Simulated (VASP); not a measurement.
A run of VASP 6.6.1:

Contents of INCAR:

```
  PREC = Accurate
  ENCUT = 520
  EDIFF = 1E-7
  ISMEAR = 0
  SIGMA = 0.05
  LREAL = False
  LASPH = True
  NELM = 150
  ALGO = Normal
  ISIF = 2
  LWAVE = False
  LCHARG = False
  ISPIN = 2
  MAGMOM = 0.5 0.5
  LORBIT = 11
  LMAXMIX = 4
  GGA = PE
  NBANDS = 22
```

Contents of KPOINTS:

```
regular mesh
0
Gamma
  1 1 14
```

Contents of POSCAR:

```
Au
1.0
   10.2000000000      0.0000000000      0.0000000000
    0.0000000000      9.3000000000      0.0000000000
    0.0000000000      0.0000000000      4.7631727863
Au
2
Direct
    0.4416277845      0.5000000000      0.0000000000
    0.5583722155      0.5000000000      0.5000000000
```

Potentials or basis: VASP PAW PBE potentials, release 64 (Au).

Command:

```sh
$ cat potpaw_PBE.64/Au/POTCAR > POTCAR
$ mpirun -np 1 vasp_std > vasp.out
```

Hardware: 1 thread of Intel(R) Xeon(R) 6975P-C (Granite Rapids), on a shared host.

Task: Estimate the wall time of this run.

Result: It took 2.2 min on 1 thread of Intel(R) Xeon(R) 6975P-C (Granite Rapids) (shared host), peak memory 0.65 GiB. Counts: scf iterations 23, k points 8.
